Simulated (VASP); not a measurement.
# MoS2 (P6_3/mmc) in VASP: further runs

MoS2 is run at these levels: PBE+D3(BJ); tasks: single point.

Everything below comes from runs of VASP 6.6.1. Logs are shortened: lines on timing, memory, paths and dates and some standing lists are left out, and cuts for length are marked.

### Step 1. The cell of the first run

Symmetry: P6_3/mmc, No. 194, hexagonal system. The conventional cell has a = 3.102 Å, b = 3.102 Å, c = 12.091 Å, α = 90.00°, β = 90.00°, γ = 120.00°. Within 3.2 Å of Mo (site symmetry -6m2) lie 6 S at 2.38 Å and 6 Mo at 3.10 Å. Within 3.2 Å of S (site symmetry 3m) lie 3 Mo at 2.38 Å and 7 S at 3.10 to 3.13 Å.

### Step 2. Single point, PBE+D3(BJ) (strain -0.015 along x and y, +0.000 along z)

The input, INCAR:

```
SYSTEM = MoS2
ALGO = Normal
EDIFF = 1E-6
ENCUT = 520
GGA = PE
ISIF = 2
ISMEAR = 0
IVDW = 12
LASPH = .True.
LCHARG = .True.
LELF = .True.
LREAL = .False.
LVHAR = .True.
LWAVE = .False.
NBANDS = 35
NELM = 80
PREC = Accurate
SIGMA = 0.05
```

The input, KPOINTS:

```
k-points
0
Gamma
  12 12 4
  0 0 0
```

The input, POSCAR:

```
MoS2
1.0
    3.1021108587      0.0000000000      0.0000000000
   -1.5510554294      2.6865068090      0.0000000000
    0.0000000000      0.0000000000     12.0907538840
Mo S
2 4
Direct
    0.3333333333      0.6666666667      0.2500000000
    0.6666666667      0.3333333333      0.7500000000
    0.3333333333      0.6666666667      0.6204905688
    0.6666666667      0.3333333333      0.1204905688
    0.3333333333      0.6666666667      0.8795094312
    0.6666666667      0.3333333333      0.3795094312
```

Potentials or basis: VASP PAW PBE potentials, release 64 (Mo_sv, S).

Run with:

```
$ cat potpaw_PBE.64/Mo_sv/POTCAR potpaw_PBE.64/S/POTCAR > POTCAR
$ mpirun -np 1 vasp_std > vasp.out
```

OUTCAR:

```text
SYSTEM = MoS2
   EDIFF = 1E-6
   ENCUT = 520
   GGA = PE
   ISIF = 2
   ISMEAR = 0
   IVDW = 12
   LASPH = .True.
   LREAL = .False.
   NELM = 80
   PREC = Accurate
 IVDW          = 12

 ion  position               nearest neighbor table
   1  0.333  0.667  0.250-   4 2.38   6 2.38   4 2.38   6 2.38   4 2.38   6 2.38
   2  0.667  0.333  0.750-   3 2.38   5 2.38   3 2.38   5 2.38   3 2.38   5 2.38
   3  0.333  0.667  0.620-   2 2.38   2 2.38   2 2.38
   4  0.667  0.333  0.120-   1 2.38   1 2.38   1 2.38
   5  0.333  0.667  0.880-   2 2.38   2 2.38   2 2.38
   6  0.667  0.333  0.380-   1 2.38   1 2.38   1 2.38

  LATTYP: Found a hexagonal cell.
 ALAT       =     3.1021108587
 C/A-ratio  =     3.8975892335

  Lattice vectors:

 A1 = (   3.1021108587,   0.0000000000,   0.0000000000)
 A2 = (  -1.5510554294,   2.6865068090,   0.0000000000)
 A3 = (   0.0000000000,   0.0000000000,  12.0907538840)

Analysis of symmetry for initial positions (statically):
=====================================================================
 Subroutine PRICEL returns:
 Original cell was already a primitive cell.

 Routine SETGRP: Setting up the symmetry group for a
 hexagonal supercell.

 Subroutine GETGRP returns: Found 24 space group operations
 (whereof 12 operations were pure point group operations)
 out of a pool of 24 trial point group operations.

The static configuration has the point symmetry D_3d.
 The point group associated with its full space group is D_6h.

Analysis of symmetry for dynamics (positions and initial velocities):
=====================================================================
 Subroutine PRICEL returns:
 Original cell was already a primitive cell.

 Routine SETGRP: Setting up the symmetry group for a
 hexagonal supercell.

 Subroutine GETGRP returns: Found 24 space group operations
 (whereof 12 operations were pure point group operations)
 out of a pool of 24 trial point group operations.

The dynamic configuration has the point symmetry D_3d.
 The point group associated with its full space group is D_6h.

 Subroutine INISYM returns: Found 24 space group operations
 (whereof 12 operations are pure point group operations),
 and found     1 'primitive' translations

----------------------------------------------------------------------------------------

                                     Primitive cell

  volume of cell :     100.7624

  direct lattice vectors                    reciprocal lattice vectors
     3.102110859  0.000000000  0.000000000     0.322361142  0.186115292  0.000000000
    -1.551055429  2.686506809  0.000000000     0.000000000  0.372230585  0.000000000
     0.000000000  0.000000000 12.090753884     0.000000000  0.000000000  0.082707829

  length of vectors
     3.102110859  3.102110859 12.090753884     0.372230585  0.372230585  0.082707829

  position of ions in fractional coordinates (direct lattice)
     0.333333333  0.666666667  0.250000000
     0.666666667  0.333333333  0.750000000
     0.333333333  0.666666667  0.620490569
     0.666666667  0.333333333  0.120490569
     0.333333333  0.666666667  0.879509431
     0.666666667  0.333333333  0.379509431

  ion indices of the primitive-cell ions
   primitive index   ion index
                 1           1
                 2           2
                 3           3
                 4           4
                 5           5
                 6           6

----------------------------------------------------------------------------------------

 KPOINTS: k-points

Automatic generation of k-mesh.
 Grid dimensions read from file:
 generate k-points for:   12   12    4

 Generating k-lattice:

  Cartesian coordinates                     Fractional coordinates (reciprocal lattice)
     0.026863429  0.015509608  0.000000000     0.083333333  0.000000000  0.000000000
     0.000000000  0.031019215  0.000000000     0.000000000  0.083333333  0.000000000
     0.000000000  0.000000000  0.020676957     0.000000000  0.000000000  0.250000000

  Length of vectors
     0.031019215  0.031019215  0.020676957

  Shift w.r.t. Gamma in fractional coordinates (k-lattice)
     0.000000000  0.000000000  0.000000000

 Subroutine IBZKPT returns following result:
 ===========================================

 Found     57 irreducible k-points:

 Following reciprocal coordinates:
            Coordinates               Weight
  0.000000  0.000000  0.000000      1.000000
  0.083333  0.000000  0.000000      6.000000
  0.166667  0.000000  0.000000      6.000000
  0.250000  0.000000  0.000000      6.000000
  0.333333  0.000000  0.000000      6.000000
  0.416667  0.000000  0.000000      6.000000
[... 16 lines left out ...]
  0.250000  0.000000  0.250000     12.000000
  0.333333  0.000000  0.250000     12.000000
 [... further k-points ...]
   k-points           NKPTS =     57   k-points in BZ     NKDIM =     57   number of bands    NBANDS=     35
   number of dos      NEDOS =    301   number of ions     NIONS =      6
   total plane-waves  NPLWV =  51840
   dimension x,y,z NGX =    24 NGY =   24 NGZ =   90
   dimension x,y,z NGXF=    48 NGYF=   48 NGZF=  180
   ions per type =               2   4
   NGX,Y,Z   is equivalent  to a cutoff of  12.86, 12.86, 12.37 a.u.
   NGXF,Y,Z  is equivalent  to a cutoff of  25.72, 25.72, 24.75 a.u.
 SYSTEM =  MoS2
   PREC   = accura    normal or accurate (medium, high low for compatibility)
   ISTART =      0    job   : 0-new  1-cont  2-samecut
   ICHARG =      2    charge: 1-file 2-atom 10-const
   ISPIN  =      1    spin polarized calculation?
   LNONCOLLINEAR =      F non collinear calculations
   LSORBIT =      F    spin-orbit coupling
   LASPH  =      T    aspherical Exc in radial PAW
   ENCUT  =  520.0 eV  38.22 Ry    6.18 a.u.   5.77  5.77 22.48*2*pi/ulx,y,z
   NELM   =     80;   NELMIN=  2; NELMDL= -5     # of ELM steps
   EDIFF  = 0.1E-05   stopping-criterion for ELM
   LREAL  =      F    real-space projection
[... 7 lines left out ...]
   TEBEG  =    0.0;   TEEND  =   0.0 temperature during run
   PSTRESS=    0.0 pullay stress
   NELECT =      52.0000    total number of electrons
   NUPDOWN=      -1.0000    fix difference up-down
   EMIN   =  10.00;   EMAX   =-10.00  energy-range for DOS
   EFERMI =   0.00;   METHOD = LEGACY
   ISMEAR =     0;   SIGMA  =   0.05  broadening in eV -4-tet -1-fermi 0-gaus
   EFERMI_NEDOS =   21; number of points for ismear=-14 and -15
   IALGO  =     38    algorithm
   IMIX   =      4    mixing-type and parameters
     AMIX     =   0.40;   BMIX     =  1.00
     AMIX_MAG =   1.60;   BMIX_MAG =  1.00
  volume/ion in A,a.u.               =      16.79       113.33
  Fermi-wavevector in a.u.,A,eV,Ry     =   1.313136  2.481467 23.460884  1.724326
  Thomas-Fermi vector in A             =   2.443480
   LORBIT       =      0    0 simple, 1 ext, 2 COOP (PROOUT), +10 PAW based schemes
   GGA     = PE    functional components
   LHFCALC =     F    Hartree Fock is set to
   AEXX    =    0.0000 exact exchange contribution
   IVDW    =    12    specifies the selected vdW correction
   LEPSILON=     F    determine dielectric tensor
   LRPA    =     F    only Hartree local field effects (RPA)
 non-spin polarized calculation
 Gauss-broadening in eV      SIGMA  =   0.05
  energy-cutoff  :      520.00
  volume of cell :      100.76
 maximum number of plane-waves:      2744
 NGX is ok and might be reduce to    24
   NGX = 11   NGY = 11   NGZ = 45

 number of electron      52.0000006 magnetization

 Free energy of the ion-electron system (eV)
  ---------------------------------------------------
  ext. energy  EPLUGINS =         0.00000000
  ---------------------------------------------------
  free energy    TOTEN  =       -43.41107293 eV

  energy without entropy =      -43.41107293  energy(sigma->0) =      -43.41107293

 E-fermi :   8.5448     XC(G=0): -11.1644

 val. band max:        8.2753644810   @ k =   0.0000   0.0000   0.0000
 cond. band min:       9.1017976419   @ k =   0.1667   0.1667   0.0000
 fundamental gap:      0.8264331609
 Fermi energy:         8.5448251402

 k-point     1 :       0.0000    0.0000    0.0000
  band No.  band energies     occupation
      1     -53.1559      2.00000
      2     -53.1559      2.00000
      3     -27.3592      2.00000
      4     -27.3591      2.00000
      5     -27.0561      2.00000
      6     -27.0561      2.00000
[... 27 lines left out ...]
     34      10.9151      0.00000
     35      14.2348      0.00000

 k-point     2 :       0.0833    0.0000    0.0000
  band No.  band energies     occupation
      1     -53.1524      2.00000
      2     -53.1524      2.00000
      3     -27.3526      2.00000
      4     -27.3524      2.00000
      5     -27.0896      2.00000
      6     -27.0896      2.00000
[... 27 lines left out ...]
     34      10.8060      0.00000
     35      14.7803      0.00000

 k-point     3 :       0.1667    0.0000    0.0000
  band No.  band energies     occupation
      1     -53.1428      2.00000
      2     -53.1428      2.00000
      3     -27.3343      2.00000
      4     -27.3342      2.00000
      5     -27.1802      2.00000
      6     -27.1802      2.00000
[... 27 lines left out ...]
     34      11.2860      0.00000
     35      15.7797      0.00000
[... 723 lines left out ...]
 k-point    23 :       0.2500    0.0000    0.2500
  band No.  band energies     occupation
      1     -53.1296      2.00000
      2     -53.1296      2.00000
      3     -27.3093      2.00000
      4     -27.3092      2.00000
      5     -27.3020      2.00000
      6     -27.3020      2.00000
[... 27 lines left out ...]
     34      11.7398      0.00000
     35      15.7716      0.00000

 k-point    24 :       0.3333    0.0000    0.2500
  band No.  band energies     occupation
      1     -53.1163      2.00000
      2     -53.1163      2.00000
      3     -27.4216      2.00000
      4     -27.4216      2.00000
      5     -27.2842      2.00000
      6     -27.2841      2.00000
[... 27 lines left out ...]
     34      12.0775      0.00000
     35      14.9832      0.00000

 [... further k-points ...]

------------------------ aborting loop because EDIFF is reached ----------------------------------------

 Edisp (eV)   -2.70758

 E8    (eV) :    -1.0917

  FORCE on cell =-STRESS in cart. coord.  units (eV):
  Direction    XX          YY          ZZ          XY          YZ          ZX
  --------------------------------------------------------------------------------------
  -------------------------------------------------------------------------------------
  Total       3.44939     3.44939     1.87907    -0.00000     0.00000     0.00000
  in kB      54.84714    54.84714    29.87822    -0.00000     0.00000     0.00000
  external pressure =       46.52 kB  Pullay stress =        0.00 kB

 VOLUME and BASIS-vectors are now :
 -----------------------------------------------------------------------------
  energy-cutoff  :      520.00
  volume of cell :      100.76
      direct lattice vectors                 reciprocal lattice vectors
     3.102110859  0.000000000  0.000000000     0.322361142  0.186115292  0.000000000
    -1.551055429  2.686506809  0.000000000     0.000000000  0.372230585  0.000000000
     0.000000000  0.000000000 12.090753884     0.000000000  0.000000000  0.082707829

 POSITION                                       TOTAL-FORCE (eV/Angst)
 -----------------------------------------------------------------------------------
     -0.00000      1.79100      3.02269         0.000000     -0.000000     -0.000000
      1.55106      0.89550      9.06807        -0.000000      0.000000     -0.000000
     -0.00000      1.79100      7.50220        -0.000000      0.000000     -0.305159
      1.55106      0.89550      1.45682         0.000000     -0.000000     -0.305159
     -0.00000      1.79100     10.63393        -0.000000      0.000000      0.305159
      1.55106      0.89550      4.58856         0.000000      0.000000      0.305159
 -----------------------------------------------------------------------------------
    total drift:                               -0.000000      0.000000     -0.000000

  FREE ENERGIE OF THE ION-ELECTRON SYSTEM (eV)
  ---------------------------------------------------
  free  energy   TOTEN  =       -46.1186542566 eV

  energy  without entropy=      -46.1186542566  energy(sigma->0) =      -46.11865426
```

Wall time 4.2 min (1 thread of Intel Xeon 8259CL, shared host); peak memory 0.32 GiB.

What came out:

| Property | Result |
| --- | --- |
| Free energy | -46.1187 eV |
| Pressure | 4.7 GPa |
| Largest force | 0.305 eV/Å |
| Band gap on the k mesh | 0.83 eV (least direct gap 1.86 eV) |
| Dispersion energy per atom | -0.451 eV |

Forces on the atoms (eV/Å):
```
Mo   0.000  0.000  0.000
Mo   0.000  0.000  0.000
S    0.000  0.000 -0.305
S    0.000  0.000 -0.305
S    0.000  0.000  0.305
S    0.000  0.000  0.305
```

Caveat: the cell differs from its parent crystal (strain -0.015 along x and y, +0.000 along z); the cell stands under pressure. A k mesh can miss the band edges.

(Part 1 of 2 ends here.)
